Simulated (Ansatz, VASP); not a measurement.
**Two plane-wave programs on Ga3Sb**

```xyz
4
Lattice="-2.1731 2.1731 4.7920 2.1731 -2.1731 4.7920 2.1731 2.1731 -4.7920" Properties=species:S:1:pos:R:3 pbc="T T T"
Sb    0.0000    0.0000    0.0000
Ga    0.0000    0.0000    4.7920
Ga    2.1731    0.0000    2.3960
Ga    0.0000    2.1731    2.3960
```

Alike in both runs: task single point; functional PBE; k mesh 9 × 9 × 9; occupations fermi-dirac, width 0.05 eV; no spin polarisation.

|  | VASP | Ansatz |
| --- | --- | --- |
| version | VASP 6.6.1 | Ansatz 0.2.0 |
| potentials or method | VASP PAW PBE potentials, release 64 (Sb, Ga_d) | Ansatz PAW |
| plane-wave cutoff (eV) | 520 | 420 |
| valence electrons in the cell | 44 | 54 |

VASP gave:

* gap on the k mesh at the Fermi level (eV): none
* pressure (GPa): -1.4
* traceless stress, the component that is largest in VASP (GPa): 0.38

Q: Estimate Ansatz's values.

A: gap on the k mesh at the Fermi level (eV): none; pressure (GPa): -1.4; traceless stress, the component that is largest in VASP (GPa): 0.39.

A gap of «none» marks a metal or a gap that the smearing closes. VASP's potentials hold 44 valence electrons a cell and Ansatz's 54, so a difference there can come from the potentials and not from the codes.

Neither program's run includes spin-orbit coupling.
